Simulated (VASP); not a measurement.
A run of VASP 6.6.1 is set up as follows.

File INCAR:

```
PREC = Accurate
ENCUT = 520
EDIFF = 1E-6
ISMEAR = 0
SIGMA = 0.05
LREAL = F
LASPH = T
NELM = 150
ALGO = Normal
ISIF = 2
LWAVE = F
LCHARG = F
ISPIN = 2
MAGMOM = 0 2.84 2.84 2.84
LORBIT = 11
LMAXMIX = 4
GGA = PS
NBANDS = 29
```

Contents of KPOINTS:

```
regular mesh
0
Gamma
  8 8 8
```

POSCAR

```
SrFe3
1.0
    4.0010608468      0.0000000000      0.0000000000
    0.0000000000      4.0010608468      0.0000000000
    0.0000000000      0.0000000000      4.0010608468
Sr Fe
1 3
Direct
    0.0000000000      0.0000000000      0.0000000000
    0.0000000000      0.5000000000      0.5000000000
    0.5000000000      0.5000000000      0.0000000000
    0.5000000000      0.0000000000      0.5000000000
```

Potentials or basis: VASP PAW PBE potentials, release 64 (Sr_sv, Fe).

Run with:

```sh
$ cat potpaw_PBE.64/Sr_sv/POTCAR potpaw_PBE.64/Fe/POTCAR > POTCAR
$ mpirun -np 1 vasp_std > vasp.out
```

Task: Estimate the site moments.

Result: Sr -0.09; Fe +2.53 μB.

Task: Estimate the net moment.

Result: 7.48 μB per cell.
